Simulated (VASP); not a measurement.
**CsSnI3: single point with HSE06**

CsSnI3:

```
CELL_PARAMETERS angstrom
12.31446 0.00000 0.00000
0.00000 12.31446 0.00000
0.00000 0.00000 12.31446
ATOMIC_POSITIONS crystal
Cs 0.00000 0.00000 0.00000
Cs 0.00000 0.00000 0.50000
Cs 0.00000 0.50000 0.00000
Cs 0.00000 0.50000 0.50000
Cs 0.50000 0.00000 0.00000
Cs 0.50000 0.00000 0.50000
Cs 0.50000 0.50000 0.00000
Cs 0.50000 0.50000 0.50000
Sn 0.25000 0.25000 0.25000
Sn 0.25000 0.25000 0.75000
Sn 0.25000 0.75000 0.25000
Sn 0.25000 0.75000 0.75000
Sn 0.75000 0.25000 0.25000
Sn 0.75000 0.25000 0.75000
Sn 0.75000 0.75000 0.25000
Sn 0.75000 0.75000 0.75000
I 0.25000 0.25000 0.00000
I 0.25000 0.25000 0.50000
I 0.25000 0.75000 0.00000
I 0.25000 0.75000 0.50000
I 0.75000 0.25000 0.00000
I 0.75000 0.25000 0.50000
I 0.75000 0.75000 0.00000
I 0.75000 0.75000 0.50000
I 0.00000 0.25000 0.25000
I 0.00000 0.25000 0.75000
I 0.00000 0.75000 0.25000
I 0.00000 0.75000 0.75000
I 0.50000 0.25000 0.25000
I 0.50000 0.25000 0.75000
I 0.50000 0.75000 0.25000
I 0.50000 0.75000 0.75000
I 0.25000 0.00000 0.25000
I 0.25000 0.00000 0.75000
I 0.25000 0.50000 0.25000
I 0.25000 0.50000 0.75000
I 0.75000 0.00000 0.25000
I 0.75000 0.00000 0.75000
I 0.75000 0.50000 0.25000
I 0.75000 0.50000 0.75000
```

```yaml
Program: VASP 6.6.1
Task: single point
Functional: HSE06
Potentials_or_basis: VASP PAW PBE potentials, release 64 (Cs_sv, Sn_d, I)
Cutoff: 520 eV
k_mesh: 1 × 1 × 1
Occupations: fermi-dirac, width 0.05 eV
Spin: no spin polarisation
Dipole_correction: no
Grid_for_exact_exchange_PRECFOCK: Fast
Further_INCAR_settings: LREAL = Auto; ALGO = Normal; EDIFF = 1e-06; NBANDS = 202
Share_of_exact_exchange: 0.25
Screening_parameter: 0.2079 1/Å
```

```yaml
Pressure: 2.3 GPa
Band_gap_on_the_k_mesh: 0.66 eV
```

Levels at points of the mesh, in eV from the valence-band top:
| k point | band 173 | band 174 | band 175 | band 176 | band 177 | band 178 | band 179 | band 180 |
| --- | --- | --- | --- | --- | --- | --- | --- | --- |
| (0.00, 0.00, 0.00) | -0.91 | -0.91 | -0.91 | 0.00 | 0.66 | 0.66 | 0.66 | 1.14 |

Run time: 12 min on 1 × NVIDIA H100 80GB with 1 thread of Intel(R) Xeon(R) Platinum 8481C CPU @ 2.70GHz (Sapphire Rapids), on a shared host, peak memory 2 GiB.

Caveat: the k points lie up to 0.51 Å⁻¹ apart; the PAW data sets were made with another functional, which shifts forces and pressure a little; spin-orbit coupling is left out, which moves the levels of the heavy elements; an odd mesh through Γ misses points on the zone boundary, where band edges can lie.
